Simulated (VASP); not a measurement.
# Rb2Sb2F (Immm) in VASP: single point with r2SCAN

Aim: the single point of Rb2Sb2F with r2SCAN.

Everything below comes from runs of VASP 6.6.1. Logs are shortened: lines on timing, memory, paths and dates and some standing lists are left out, and cuts for length are marked.

## 1. The cell of the first run

It takes space group Immm (No. 71, orthorhombic). The conventional cell has a = 4.685 Å, b = 7.499 Å, c = 9.658 Å, α = 90.00°, β = 90.00°, γ = 90.00°. Within 4.2 Å of F (site symmetry mmm) lie 4 Rb at 3.18 Å and 4 Sb at 3.42 Å. Rb (site symmetry mm2) has 4 F at 3.18 to 4.61 Å and 6 Sb at 3.29 to 3.77 Å and 7 Rb at 4.31 to 4.68 Å within 4.7 Å. Within 3.5 Å of Sb (site symmetry m2m) lie 1 Sb at 2.52 Å and 2 Rb at 3.29 Å and 2 F at 3.42 Å.

## 2. Single point, r2SCAN

Contents of POSCAR:

```
Rb2Sb2F
1.0
   -2.3424830000      3.7497480000      4.8287550000
    4.6849660000      0.0000000000      0.0000000000
    2.3424830000      3.7497480000     -4.8287550000
F Rb Sb
1 2 2
Direct
    0.0000000000      0.0000000000      0.0000000000
    0.7769855303      0.2769855303      0.2230144697
    0.2230144697      0.7230144697      0.7769855303
    0.6682665062      0.5000000000      0.6682665062
    0.3317334938      0.5000000000      0.3317334938
```

Contents of INCAR.step1:

```
SYSTEM = Rb2Sb2F
PREC = Accurate ; ENCUT = 520
ISMEAR = 1 ; SIGMA = 0.2355
LREAL = .FALSE. ; LASPH = .TRUE.
NELM = 100 ; NBANDS = 26
GGA = PE ; ALGO = Normal
EDIFF = 1E-4 ; LWAVE = .TRUE.
LCHARG = .FALSE.
```

Contents of INCAR.step2:

```
SYSTEM = Rb2Sb2F
PREC = Accurate ; ENCUT = 520
EDIFF = 1E-7 ; ISMEAR = 1
SIGMA = 0.2355 ; LREAL = .FALSE.
LASPH = .TRUE. ; NELM = 100
ALGO = Normal ; ISIF = 2
LWAVE = .FALSE. ; LCHARG = .FALSE.
METAGGA = R2SCAN ; LMIXTAU = .TRUE.
NBANDS = 26 ; ISTART = 1
```

Contents of KPOINTS:

```
regular mesh
0
G
  6 6 6
  0 0 0
```

Potentials or basis: VASP PAW PBE potentials, release 64 (F, Rb_sv, Sb).

The run is started by

```console
$ cat potpaw_PBE.64/F/POTCAR potpaw_PBE.64/Rb_sv/POTCAR potpaw_PBE.64/Sb/POTCAR > POTCAR
$ cp INCAR.step1 INCAR
$ mpirun -np 1 vasp_std > vasp.out
$ cp INCAR.step2 INCAR
$ mpirun -np 1 vasp_std > vasp.out
```

OUTCAR:

```text
SYSTEM = Rb2Sb2F
   PREC = Accurate
   ENCUT = 520
   EDIFF = 1E-7
   ISMEAR = 1
   LREAL = .FALSE.
   LASPH = .TRUE.
   NELM = 100
   ISIF = 2
   METAGGA = R2SCAN
   ISTART = 1

 ion  position               nearest neighbor table
   1  0.000  0.000  0.000-   3 3.18   2 3.18   3 3.18   2 3.18
   2  0.777  0.277  0.223-   1 3.18   1 3.18   5 3.29   4 3.29   5 3.77   4 3.77   4 3.77   5 3.77
                             3 4.31   3 4.45   3 4.45   3 4.45   3 4.45   3 5.35
   3  0.223  0.723  0.777-   1 3.18   1 3.18   5 3.29   4 3.29   4 3.77   5 3.77   4 3.77   5 3.77
                             2 4.31   2 4.45   2 4.45   2 4.45   2 4.45   2 5.35
   4  0.668  0.500  0.668-   5 2.52   2 3.29   3 3.29   2 3.77   3 3.77   2 3.77   3 3.77
   5  0.332  0.500  0.332-   4 2.52   3 3.29   2 3.29   2 3.77   2 3.77   3 3.77   3 3.77

  LATTYP: Found a body centered orthorhombic cell.
 ALAT       =     4.6849660000
 B/A-ratio  =     1.6007578283
 C/A-ratio  =     2.0613831562

  Lattice vectors:

 A1 = (  -2.3424830000,   3.7497480000,   4.8287550000)
 A2 = (   2.3424830000,  -3.7497480000,   4.8287550000)
 A3 = (   2.3424830000,   3.7497480000,  -4.8287550000)

Analysis of symmetry for initial positions (statically):
=====================================================================
 Subroutine PRICEL returns:
 Original cell was already a primitive cell.

 Routine SETGRP: Setting up the symmetry group for a
 body centered orthorhombic supercell.

 Subroutine GETGRP returns: Found  8 space group operations
 (whereof  8 operations were pure point group operations)
 out of a pool of  8 trial point group operations.

The static configuration has the point symmetry D_2h.

Analysis of symmetry for dynamics (positions and initial velocities):
=====================================================================
 Subroutine PRICEL returns:
 Original cell was already a primitive cell.

 Routine SETGRP: Setting up the symmetry group for a
 body centered orthorhombic supercell.

 Subroutine GETGRP returns: Found  8 space group operations
 (whereof  8 operations were pure point group operations)
 out of a pool of  8 trial point group operations.

The dynamic configuration has the point symmetry D_2h.

 Subroutine INISYM returns: Found  8 space group operations
 (whereof  8 operations are pure point group operations),
 and found     1 'primitive' translations

----------------------------------------------------------------------------------------

                                     Primitive cell

  volume of cell :     169.6577

  direct lattice vectors                    reciprocal lattice vectors
    -2.342483000  3.749748000  4.828755000     0.000000000  0.133342294  0.103546359
     4.684966000  0.000000000  0.000000000     0.213448721  0.000000000  0.103546359
     2.342483000  3.749748000 -4.828755000     0.000000000  0.133342294 -0.103546359

  length of vectors
     6.547114748  4.684966000  6.547114748     0.168825401  0.237238709  0.168825401

  position of ions in fractional coordinates (direct lattice)
     0.000000000  0.000000000  0.000000000
     0.776985530  0.276985530  0.223014470
     0.223014470  0.723014470  0.776985530
     0.668266506  0.500000000  0.668266506
     0.331733494  0.500000000  0.331733494

  ion indices of the primitive-cell ions
   primitive index   ion index
                 1           1
                 2           2
                 3           3
                 4           4
                 5           5

----------------------------------------------------------------------------------------

 KPOINTS: regular mesh

Automatic generation of k-mesh.
 Grid dimensions read from file:
 generate k-points for:    6    6    6

 Generating k-lattice:

  Cartesian coordinates                     Fractional coordinates (reciprocal lattice)
     0.000000000  0.022223716  0.017257727     0.166666667  0.000000000  0.000000000
     0.035574787  0.000000000  0.017257727     0.000000000  0.166666667  0.000000000
     0.000000000  0.022223716 -0.017257727     0.000000000  0.000000000  0.166666667

  Length of vectors
     0.028137567  0.039539785  0.028137567

  Shift w.r.t. Gamma in fractional coordinates (k-lattice)
     0.000000000  0.000000000  0.000000000

 Subroutine IBZKPT returns following result:
 ===========================================

 Found     46 irreducible k-points:

 Following reciprocal coordinates:
            Coordinates               Weight
  0.000000  0.000000  0.000000      1.000000
  0.166667  0.000000  0.000000      4.000000
  0.333333  0.000000  0.000000      4.000000
  0.500000  0.000000  0.000000      2.000000
 -0.000000  0.166667  0.000000      4.000000
  0.166667  0.166667  0.000000      8.000000
[... 16 lines left out ...]
  0.500000  0.000000  0.166667      4.000000
 -0.333333  0.000000  0.166667      4.000000
 [... further k-points ...]
   k-points           NKPTS =     46   k-points in BZ     NKDIM =     46   number of bands    NBANDS=     26
   number of dos      NEDOS =    301   number of ions     NIONS =      5
   total plane-waves  NPLWV =  90000
   dimension x,y,z NGX =    50 NGY =   36 NGZ =   50
   dimension x,y,z NGXF=   100 NGYF=   72 NGZF=  100
   ions per type =               1   2   2
   NGX,Y,Z   is equivalent  to a cutoff of  12.70, 12.77, 12.70 a.u.
   NGXF,Y,Z  is equivalent  to a cutoff of  25.39, 25.55, 25.39 a.u.
 SYSTEM =  Rb2Sb2F
   PREC   = accura    normal or accurate (medium, high low for compatibility)
   ISTART =      1    job   : 0-new  1-cont  2-samecut
   ICHARG =      0    charge: 1-file 2-atom 10-const
   ISPIN  =      1    spin polarized calculation?
   LNONCOLLINEAR =      F non collinear calculations
   LSORBIT =      F    spin-orbit coupling
   LASPH  =      T    aspherical Exc in radial PAW
   ENCUT  =  520.0 eV  38.22 Ry    6.18 a.u.  12.17  8.71 12.17*2*pi/ulx,y,z
   NELM   =    100;   NELMIN=  2; NELMDL=  0     # of ELM steps
   EDIFF  = 0.1E-06   stopping-criterion for ELM
   LREAL  =      F    real-space projection
   EDIFFG = 0.1E-05   stopping-criterion for IOM
   NSW    =      0    number of steps for IOM
   IBRION =     -1    ionic relax: 0-MD 1-quasi-New 2-CG
   NFREE  =      0    steps in history (QN), initial steepest desc. (CG)
   ISIF   =      2    stress and relaxation
   ISYM   =      2    0-nonsym 1-usesym 2-fastsym
   POTIM  = 0.5000    time-step for ionic-motion
   TEBEG  =    0.0;   TEEND  =   0.0 temperature during run
   PSTRESS=    0.0 pullay stress
   NELECT =      35.0000    total number of electrons
   NUPDOWN=      -1.0000    fix difference up-down
   EMIN   =  10.00;   EMAX   =-10.00  energy-range for DOS
   EFERMI =   0.00;   METHOD = LEGACY
   ISMEAR =     1;   SIGMA  =   0.24  broadening in eV -4-tet -1-fermi 0-gaus
   EFERMI_NEDOS =   21; number of points for ismear=-14 and -15
   IALGO  =     38    algorithm
   IMIX   =      4    mixing-type and parameters
     AMIX     =   0.40;   BMIX     =  1.00
     AMIX_MAG =   1.60;   BMIX_MAG =  1.00
  volume/ion in A,a.u.               =      33.93       228.98
  Fermi-wavevector in a.u.,A,eV,Ry     =   0.967326  1.827981 12.731243  0.935720
  Thomas-Fermi vector in A             =   2.097203
   LORBIT       =      0    0 simple, 1 ext, 2 COOP (PROOUT), +10 PAW based schemes
   METAGGA = R2SCAN    functional components
   LHFCALC =     F    Hartree Fock is set to
   AEXX    =    0.0000 exact exchange contribution
   IVDW    =     0    specifies the selected vdW correction
   LEPSILON=     F    determine dielectric tensor
   LRPA    =     F    only Hartree local field effects (RPA)
 non-spin polarized calculation
 Methfessel and Paxton  Order N= 1 SIGMA  =   0.24
  energy-cutoff  :      520.00
  volume of cell :      169.66
 maximum number of plane-waves:      4591
 NGX is ok and might be reduce to    50
   NGX = 25   NGY = 17   NGZ = 25

 number of electron      35.0000005 magnetization

 Free energy of the ion-electron system (eV)
  ---------------------------------------------------
  ext. energy  EPLUGINS =         0.00000000
  ---------------------------------------------------
  free energy    TOTEN  =       -86.12917774 eV

  energy without entropy =      -86.10595146  energy(sigma->0) =      -86.12143564

 E-fermi :   2.1423     XC(G=0):  -8.3457

 val. band max:        2.1248229252   @ k =   0.3333   0.3333   0.0000
 cond. band min:       2.1796026376   @ k =   0.1667   0.5000   0.1667
 fundamental gap:      0.0547797124
 Fermi energy:         2.1422885873

 k-point     1 :       0.0000    0.0000    0.0000
  band No.  band energies     occupation
      1     -25.8499      2.00000
      2     -25.8245      2.00000
      3     -20.1037      2.00000
      4      -9.7049      2.00000
      5      -9.5208      2.00000
      6      -9.4953      2.00000
[... 18 lines left out ...]
     25       8.6794      0.00000
     26       8.8156      0.00000

 k-point     2 :       0.1667    0.0000    0.0000
  band No.  band energies     occupation
      1     -25.8483      2.00000
      2     -25.8260      2.00000
      3     -20.1039      2.00000
      4      -9.7148      2.00000
      5      -9.6004      2.00000
      6      -9.4983      2.00000
[... 18 lines left out ...]
     25       8.5114      0.00000
     26       8.8424      0.00000

 k-point     3 :       0.3333    0.0000    0.0000
  band No.  band energies     occupation
      1     -25.8441      2.00000
      2     -25.8300      2.00000
      3     -20.1041      2.00000
      4      -9.8252      2.00000
      5      -9.6078      2.00000
      6      -9.5392      2.00000
[... 18 lines left out ...]
     25       8.1850      0.00000
     26       8.6928      0.00000

 k-point     4 :       0.5000    0.0000    0.0000
  band No.  band energies     occupation
      1     -25.8406      2.00000
      2     -25.8334      2.00000
      3     -20.1042      2.00000
      4      -9.8867      2.00000
      5      -9.5856      2.00000
      6      -9.5548      2.00000
[... 18 lines left out ...]
     25       8.0477      0.00000
     26       8.4378      0.00000

 k-point     5 :      -0.0000    0.1667    0.0000
  band No.  band energies     occupation
      1     -25.8470      2.00000
      2     -25.8250      2.00000
      3     -20.1040      2.00000
      4      -9.6960      2.00000
      5      -9.5136      2.00000
      6      -9.5067      2.00000
[... 18 lines left out ...]
     25       8.4022      0.00000
     26       8.7830      0.00000

 k-point     6 :       0.1667    0.1667    0.0000
  band No.  band energies     occupation
      1     -25.8449      2.00000
      2     -25.8270      2.00000
      3     -20.1042      2.00000
      4      -9.7564      2.00000
      5      -9.6080      2.00000
      6      -9.5382      2.00000
[... 427 lines left out ...]
 k-point    21 :       0.1667    0.0000    0.1667
  band No.  band energies     occupation
      1     -25.8455      2.00000
      2     -25.8287      2.00000
      3     -20.1038      2.00000
      4      -9.7794      2.00000
      5      -9.6439      2.00000
      6      -9.5233      2.00000
[... 18 lines left out ...]
     25       8.2666      0.00000
     26       9.1247      0.00000

 k-point    22 :       0.3333    0.0000    0.1667
  band No.  band energies     occupation
      1     -25.8410      2.00000
      2     -25.8330      2.00000
      3     -20.1040      2.00000
      4      -9.9084      2.00000
      5      -9.5866      2.00000
      6      -9.5807      2.00000
[... 18 lines left out ...]
     25       7.9632      0.00000
     26       8.6569      0.00000

 k-point    23 :       0.5000    0.0000    0.1667
  band No.  band energies     occupation
      1     -25.8407      2.00000
      2     -25.8331      2.00000
      3     -20.1041      2.00000
      4      -9.9337      2.00000
      5      -9.6528      2.00000
      6      -9.5293      2.00000
[... 18 lines left out ...]
     25       7.8507      0.00000
     26       8.6109      0.00000

 k-point    24 :      -0.3333    0.0000    0.1667
  band No.  band energies     occupation
      1     -25.8452      2.00000
      2     -25.8287      2.00000
      3     -20.1041      2.00000
      4      -9.8432      2.00000
      5      -9.6951      2.00000
      6      -9.4979      2.00000
[... 18 lines left out ...]
     25       8.2113      0.00000
     26       8.3829      0.00000

 [... further k-points ...]
[... 5 lines left out ...]
  --------------------------------------------------------------------------------------
  -------------------------------------------------------------------------------------
  Total       -0.7194945      8.5813096      2.8923165      0.0000000      0.0000000      0.0000000
  in kB       -6.7946071     81.0383255     27.3138360      0.0000000      0.0000000      0.0000000
  external PRESSURE =      33.8525182 kB  Pullay stress =       0.0000000 kB

 VOLUME and BASIS-vectors are now :
 -----------------------------------------------------------------------------
  energy-cutoff  :      520.00
  volume of cell :      169.66
      direct lattice vectors                 reciprocal lattice vectors
    -2.342483000  3.749748000  4.828755000     0.000000000  0.133342294  0.103546359
     4.684966000  0.000000000  0.000000000     0.213448721  0.000000000  0.103546359
     2.342483000  3.749748000 -4.828755000     0.000000000  0.133342294 -0.103546359

 POSITION                                       TOTAL-FORCE (eV/Angst)
 -----------------------------------------------------------------------------------
      0.00000      0.00000      0.00000         0.000000      0.000000      0.000000
     -0.00000      3.74975      2.67499         0.000000      0.000000      0.013536
      4.68497      3.74975     -2.67499        -0.000000      0.000000     -0.013536
      2.34248      5.01166      0.00000         0.000000      0.104191      0.000000
      2.34248      2.48783      0.00000         0.000000     -0.104191      0.000000
 -----------------------------------------------------------------------------------
    total drift:                                0.000000      0.000000     -0.000000

  FREE ENERGIE OF THE ION-ELECTRON SYSTEM (eV)
  ---------------------------------------------------
  free  energy   TOTEN  =       -86.1291777372 eV

  energy  without entropy=      -86.1059514572  energy(sigma->0) =      -86.12143564
```

Run time: 13 min. Hardware: 1 thread of Intel Xeon Platinum 8488C (Sapphire Rapids), shared host; peak memory 0.45 GiB.

Results:

* Free energy: -86.1292 eV
* Pressure: 3.4 GPa
* Largest force: 0.104 eV/Å
* Band gap on the k mesh: zero (an odd number of electrons rules out a gap without spin polarisation)

Forces in eV/Å, atoms in the order of the input:
```
F    0.000  0.000  0.000
Rb   0.000  0.000  0.014
Rb   0.000  0.000 -0.014
Sb   0.000  0.104  0.000
Sb   0.000 -0.104  0.000
```

Caveat: the stress differs along the axes, from -1 to 8 GPa; the PAW data sets were made with another functional, which shifts forces and pressure a little; spin-orbit coupling is left out, which moves the levels of the heavy elements; an odd number of electrons without spin polarisation forces a metal; a magnetic or distorted state may lie lower.

The gap in the log of VASP goes by the Fermi energy; the results here count the filled bands.